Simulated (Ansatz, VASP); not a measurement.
## Ti3Ga: VASP beside Ansatz

File INCAR:

```
  ALGO = Normal
  EDIFF = 1E-6
  ENCUT = 520
  GGA = CA
  ISIF = 2
  ISMEAR = 0
  LASPH = True
  LCHARG = False
  LREAL = False
  LWAVE = False
  NBANDS = 32
  NELM = 80
  PREC = Accurate
  SIGMA = 0.1
```

Contents of KPOINTS:

```
k-points
0
Gamma
  6 6 6
```

Contents of POSCAR:

```
Ti3Ga
1.0
    0.0000000000      3.2188774384      3.2188774384
    3.2188774384      0.0000000000      3.2188774384
    3.2188774384      3.2188774384      0.0000000000
Ti Ga
3 1
Direct
    0.7500000000      0.7500000000      0.7500000000
    0.0000000000      0.0000000000      0.0000000000
    0.2500000000      0.2500000000      0.2500000000
    0.5000000000      0.5000000000      0.5000000000
```

Input for Ansatz:

```yaml
crystal:
  lattice:
    - [0.0, 3.2188774383603738, 3.2188774383603738]
    - [3.2188774383603738, 0.0, 3.2188774383603738]
    - [3.2188774383603738, 3.2188774383603738, 0.0]
  atoms:
    - { symbol: Ti, position: [0.75, 0.75, 0.75] }
    - { symbol: Ti, position: [0.0, 0.0, 0.0] }
    - { symbol: Ti, position: [0.25, 0.25, 0.25] }
    - { symbol: Ga, position: [0.5, 0.5, 0.5] }
basis:
  ecutwfc: 500.0
kpoints:
  mp_grid:
    grid: [6, 6, 6]
hamiltonian:
  xc: lda
scf:
  algorithm: direct_min
  mixing:
    algorithm: anderson
  occupations:
    method: gaussian
    width: 0.1
output:
  stress: true
```

Alike in both runs: task single point; functional LDA; k mesh 6 × 6 × 6; occupations gaussian, width 0.1 eV; no spin polarisation.

```csv
,VASP,Ansatz
version,VASP 6.6.1,Ansatz 0.2.0
potentials or method,"VASP PAW LDA potentials, release 64 (Ti_sv, Ga_d), cutoff 520 eV","plane waves, PAW"
valence electrons in the cell,49,49
```

|  | VASP | Ansatz | Ansatz less VASP |
| --- | --- | --- | --- |
| gap on the k mesh at the Fermi level (eV) | none | none | - |
| pressure (GPa) | -10.7 | -10.8 | -0.12 |

LDA's correlation is that of Perdew and Zunger in VASP and of Perdew and Wang (1992) in Ansatz. A gap of «none» marks a metal or a gap that the smearing closes.
